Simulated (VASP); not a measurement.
Here is a VASP 6.6.1 calculation.

Contents of POSCAR:

```
BeTe
1.0
    0.0000000000      2.8286228801      2.8286228801
    2.8286228801      0.0000000000      2.8286228801
    2.8286228801      2.8286228801      0.0000000000
Be Te
1 1
Direct
    0.0000000000      0.0000000000      0.0000000000
    0.2500000000      0.2500000000      0.2500000000
```

File INCAR.step1:

```
SYSTEM = BeTe
  ALGO = Normal
  EDIFF = 1E-5
  ENCUT = 520
  GGA = PE
  ISIF = 2
  ISMEAR = 0
  LASPH = .TRUE.
  LCHARG = .FALSE.
  LREAL = .FALSE.
  LWAVE = .TRUE.
  NBANDS = 11
  NELM = 80
  PREC = Accurate
  SIGMA = 0.01
```

The input INCAR.step2:

```
SYSTEM = BeTe
  AEXX = 0.3
  ALGO = Normal
  EDIFF = 1E-7
  ENCUT = 520
  GGA = PE
  HFSCREEN = 0.5
  ISIF = 2
  ISMEAR = 0
  ISTART = 1
  LASPH = .TRUE.
  LCHARG = .FALSE.
  LHFCALC = .TRUE.
  LREAL = .FALSE.
  LWAVE = .FALSE.
  NBANDS = 11
  NELM = 80
  PREC = Accurate
  PRECFOCK = Normal
  SIGMA = 0.01
```

KPOINTS

```
k-points
0
G
  4 4 4
  0 0 0
```

Potentials or basis: VASP PAW PBE potentials, release 64 (Be, Te).

The run is started by

```console
$ cat potpaw_PBE.64/Be/POTCAR potpaw_PBE.64/Te/POTCAR > POTCAR
$ cp INCAR.step1 INCAR
$ mpirun -np 1 vasp_std > vasp.out
$ cp INCAR.step2 INCAR
$ mpirun -np 1 vasp_std > vasp.out
```

(1) Predict the band gap on the k mesh.

(2) Predict the pressure.

Answers

(1) 2.34 eV, indirect (least direct gap 4.10 eV).

(2) -0.2 GPa.

Caveat: the k points lie up to 0.48 Å⁻¹ apart; the PAW data sets were made with another functional, which shifts forces and pressure a little; spin-orbit coupling is left out, which moves the levels of the heavy elements.
